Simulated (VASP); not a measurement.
## CdS (Greenockite): single point with r2SCAN

Crystal: CdS (Greenockite).

```
CELL_PARAMETERS angstrom
4.15000 0.00000 0.00000
-2.07500 3.59401 0.00000
0.00000 0.00000 6.73700
ATOMIC_POSITIONS crystal
Cd 0.33333 0.66667 0.00000
Cd 0.66667 0.33333 0.50000
S 0.33333 0.66667 0.37500
S 0.66667 0.33333 0.87500
```

```
Program                : VASP 6.6.1
Task                   : single point
Functional             : r2SCAN
Potentials or basis    : VASP PAW PBE potentials, release 64 (Cd, S)
Cutoff                 : 520 eV
k mesh                 : 3 × 3 × 2
Occupations            : gaussian, width 0.01 eV
Spin                   : no spin polarisation
Dipole correction      : no
Further INCAR settings : ALGO = Normal; EDIFF = 1e-07; NBANDS = 26
```

| Item | Value |
| --- | --- |
| Pressure | 1.3 GPa |
| Largest force | 0.026 eV/Å |
| Band gap on the k mesh | 1.63 eV, direct |

Forces on the atoms (eV/Å):
```
Cd   0.000  0.000 -0.026
Cd   0.000  0.000 -0.026
S    0.000  0.000  0.026
S    0.000  0.000  0.026
```

Stress tensor (GPa, compression positive):
```
1.41 0.00 0.00
0.00 1.41 0.00
0.00 0.00 1.19
```

Levels at points of the mesh, in eV from the valence-band top:
| k point | band 15 | band 16 | band 17 | band 18 | band 19 | band 20 | band 21 | band 22 |
| --- | --- | --- | --- | --- | --- | --- | --- | --- |
| (0.00, 0.00, 0.00) | -0.77 | -0.04 | 0.00 | 0.00 | 1.63 | 3.23 | 6.96 | 6.96 |
| (0.00, 0.00, 0.50) | -0.40 | -0.40 | -0.40 | -0.40 | 3.28 | 3.28 | 6.63 | 6.63 |

Run time: 53 s on 1 thread of AMD EPYC 9R45 96-Core Processor (Zen 5) (shared host), peak memory 0.2 GiB.

Caveat: the k points lie up to 0.58 Å⁻¹ apart; the PAW data sets were made with another functional, which shifts forces and pressure a little. r2SCAN opens gaps a little over a GGA but as a rule still falls short of measured ones.
